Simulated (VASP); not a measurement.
**MoS2: single point with PBEsol**

The system is MoS2, a slab with vacuum.

```
CELL_PARAMETERS angstrom
3.17100 0.00000 0.00000
1.58550 2.74617 0.00000
0.00000 0.00000 28.81624
ATOMIC_POSITIONS crystal
Mo 0.00000 0.00000 0.20822
Mo 0.66667 0.66667 0.42042
Mo 0.33333 0.33333 0.63263
S 0.66667 0.66667 0.26127
S 0.00000 0.00000 0.36737
S 0.33333 0.33333 0.47347
S 0.66667 0.66667 0.57958
S 0.00000 0.00000 0.68568
S 0.33333 0.33333 0.79178
```

- Program: VASP 6.6.1
- Task: single point
- Functional: PBEsol
- Potentials or basis: VASP PAW PBE potentials, release 64 (Mo_sv, S)
- Cutoff: 450 eV
- k mesh: 6 × 6 × 1
- Occupations: methfessel-paxton, width 0.1 eV
- Spin: no spin polarisation
- Dipole correction: yes
- Second try: not_converged
- Further INCAR settings: ALGO = Normal; EDIFF = 1e-06; NBANDS = 49; AMIX = 0.1; BMIX = 0.0001; NELMDL = -8

The largest force is 0.914 eV/Å and the band gap on the k mesh is zero (bands 39 and 40 overlap by 0.68 eV).

Forces on the atoms (eV/Å):
```
Mo   0.000  0.000  0.914
Mo   0.000  0.000 -0.045
Mo   0.000  0.000  0.015
S    0.000  0.000 -0.887
S    0.000  0.000 -0.645
S    0.000  0.000  0.695
S    0.000  0.000 -0.761
S    0.000  0.000  0.861
S    0.000  0.000 -0.148
```

Levels at points of the mesh, in eV from the Fermi level:
```
           k point  band 37  band 38  band 39  band 40  band 41  band 42
(0.00, 0.00, 0.00)    -0.09    -0.09    -0.01    -0.01    -0.01     0.04
(0.50, 0.00, 0.00)    -1.37    -0.07    -0.03     0.78     1.22     1.23
```

Wall time 6.1 min on 4 MPI ranks on Intel(R) Xeon(R) Platinum 8259CL CPU @ 2.50GHz (Skylake/Cascade Lake) (shared host), peak memory 0.35 GiB a rank.

Caveat: the k points lie up to 0.38 Å⁻¹ apart, too coarse for converged energies and pressures of a metal; the PAW data sets were made with another functional, which shifts forces and pressure a little.
